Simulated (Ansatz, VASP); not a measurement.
**Two plane-wave programs on Si**

```xyz
2
Lattice="-2.2510 2.3685 1.2623 2.2510 -2.3685 1.2623 2.2510 2.3685 -1.2623" Properties=species:S:1:pos:R:3 pbc="T T T"
Si    0.0000    1.1843    1.4061
Si    2.2510    1.1843   -0.1439
```

Change from the starting cell: zz strain of -1 %, PAW files.

Alike in both runs: task electric field gradients; functional PBE; k mesh 16 × 16 × 16; occupations fermi-dirac, width 0.05 eV; no spin polarisation.

|  | VASP | Ansatz |
| --- | --- | --- |
| version | VASP 6.6.1 | Ansatz 0.2.0 |
| potentials or method | VASP PAW PBE potentials, release 64 (Si) | PAW with Ansatz's default frozen-core files, scalar-relativistic |
| plane-wave cutoff (eV) | 520 | 420 |
| valence electrons in the cell | 8 | 8 |

|  | VASP | Ansatz | Ansatz less VASP |
| --- | --- | --- | --- |
| pressure (GPa) | 17.4 | 17.5 | +0.10 |
| traceless stress, the component that is largest in VASP (GPa) | -0.96 | -0.95 | +0.006 |
| rms of the force components (eV/Å) | 0.007 | 0.009 | +0.0017 |
| size of Vzz on the site where it differs most (V/Å²) | 25.2 | 25.1 | -0.18 |

Atom by atom the forces differ by 0.002 eV/Å (rms over components). The functional is the same, so the differences come from potentials, cutoffs and numerics.
